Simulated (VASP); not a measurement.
**HC18: single point with PBE+D3(BJ)**

Slab: HC18, a slab with vacuum.

```
C H
1.0
     7.39800    0.00000    0.00000
    -3.69900    6.40686    0.00000
     0.00000    0.00000   13.00000
C H
18 1
Direct
  0.99077 0.99180 0.07099
  0.21232 0.10252 0.07406
  0.99093 0.32390 0.07078
  0.21248 0.43474 0.07430
  0.99079 0.65786 0.07411
  0.21327 0.76909 0.07409
  0.32455 0.99164 0.07437
  0.54759 0.10217 0.07294
  0.31939 0.32207 0.07809
  0.54767 0.43566 0.09570
  0.32457 0.65783 0.07479
  0.54762 0.77003 0.07388
  0.65842 0.99152 0.07071
  0.87997 0.10243 0.07036
  0.66073 0.32179 0.07530
  0.88027 0.43475 0.07273
  0.66054 0.66331 0.07697
  0.88004 0.77027 0.07345
  0.55754 0.43462 0.18240
```

- Program: VASP 6.6.1
- Task: single point
- Functional: PBE
- Dispersion: D3(BJ)
- Potentials or basis: VASP PAW PBE potentials, release 64 (C, H)
- Cutoff: 520 eV
- k mesh: 2 × 2 × 1
- Occupations: fermi-dirac, width 0.02 eV
- Spin: collinear spin
- Starting moments: [0.0, 0.09, 0.0, 0.09, 0.0, 0.0, 0.0, 0.08, 0.0, 0.09, 0.0, 0.08, 0.0, 0.08, 0.0, 0.0, 0.0, 0.0, 0.0] μB

The largest force is 0.194 eV/Å. The net moment is 0.00 μB per cell. The valence electrons inside the program's atomic spheres are C 2.67, 2.66, 2.64, 2.65; H 0.63 and the dispersion energy per atom is -0.086 eV.

Forces on the atoms (eV/Å):
```
C    0.024 -0.002 -0.001
C    0.002  0.005  0.010
C    0.008  0.007 -0.006
C    0.015 -0.010  0.001
C    0.003 -0.008 -0.002
C    0.018  0.009  0.007
C    0.010 -0.012  0.004
C    0.008  0.002 -0.007
C    0.059  0.019  0.014
C   -0.089  0.002 -0.005
C    0.003  0.005  0.000
C    0.012 -0.015 -0.003
C    0.021  0.007 -0.012
C    0.001 -0.003 -0.003
C    0.039 -0.031 -0.019
C    0.024  0.008 -0.002
C    0.008  0.002 -0.002
C    0.026  0.002  0.003
H   -0.192  0.013  0.021
```

Levels at points of the mesh, in eV from the Fermi level:
Spin up:
```csv
k point,band 32,band 33,band 34,band 35,band 36,band 37,band 38,band 39,band 40,band 41
"(0.00, 0.00, 0.00)",-4.63,-3.10,-3.10,-1.80,-0.09,-0.09,-0.04,2.11,3.13,3.90
"(0.50, 0.00, 0.00)",-4.14,-2.77,-2.74,-2.67,-2.46,0.07,1.80,2.40,2.45,2.50
"(0.00, 0.50, 0.00)",-4.13,-2.77,-2.74,-2.67,-2.45,0.06,1.81,2.40,2.45,2.50
"(0.50, 0.50, 0.00)",-4.13,-2.77,-2.74,-2.67,-2.45,0.05,1.82,2.41,2.44,2.50
```
Spin down:
| k point | band 34 | band 35 | band 36 | band 37 | band 38 | band 39 |
| --- | --- | --- | --- | --- | --- | --- |
| (0.00, 0.00, 0.00) | -3.10 | -1.80 | -0.09 | -0.09 | -0.04 | 2.11 |
| (0.50, 0.00, 0.00) | -2.74 | -2.67 | -2.46 | 0.07 | 1.80 | 2.40 |
| (0.00, 0.50, 0.00) | -2.74 | -2.67 | -2.45 | 0.06 | 1.81 | 2.40 |
| (0.50, 0.50, 0.00) | -2.74 | -2.67 | -2.45 | 0.05 | 1.82 | 2.41 |

Run time: 12 min on 1 thread of Intel(R) Xeon(R) Platinum 8259CL CPU @ 2.50GHz (Skylake/Cascade Lake), on a shared host, peak memory 0.91 GiB.

Caveat: the k points lie up to 0.49 Å⁻¹ apart.
